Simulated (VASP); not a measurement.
As2CO3, 6 atoms in the cell. Symmetry: P-3m1, No. 164, trigonal system. The conventional cell has a = 4.111 Å, b = 4.111 Å, c = 6.575 Å, α = 90.00°, β = 90.00°, γ = 120.00°. As (site symmetry 3m) has 7 O at 2.46 to 2.87 Å and 3 C at 2.91 Å within 3.2 Å. C (site symmetry -3m) has 6 As at 2.91 Å and 8 O at 3.29 to 3.32 Å within 3.8 Å. O (site symmetry -3m) has 6 O at 2.56 Å and 6 As at 2.87 Å and 2 C at 3.29 Å within 3.4 Å. O (site symmetry 3m) has 4 As at 2.46 to 2.57 Å and 6 O at 2.56 to 3.06 Å and 3 C at 3.32 Å within 3.4 Å. The cell was generated, and may not be a known phase.

```yaml
Program: VASP 6.6.1
Task: single point
Functional: PBE
Potentials_or_basis: VASP PAW PBE potentials, release 64 (As, C, O)
Cutoff: 520 eV
k_mesh: 6 × 6 × 4
Occupations: gaussian, width 0.1 eV
Spin: no spin polarisation
Dipole_correction: no
Further_INCAR_settings: ALGO = Normal; EDIFF = 1e-06; NBANDS = 25
```

Potentials or basis: VASP PAW PBE potentials, release 64 (As, C, O).

Launch:

```sh
$ cat potpaw_PBE.64/As/POTCAR potpaw_PBE.64/C/POTCAR potpaw_PBE.64/O/POTCAR > POTCAR
$ mpirun -np 1 vasp_std > vasp.out
```

Hardware: 1 thread of Oxide Virtual Turin-like Processor (shared host).

Q: Estimate the wall time of this run.

A: It took 100 s on 1 thread of Oxide Virtual Turin-like Processor, with other jobs on the host, peak memory 0.2 GiB. Counts: scf iterations 19, k points 24.
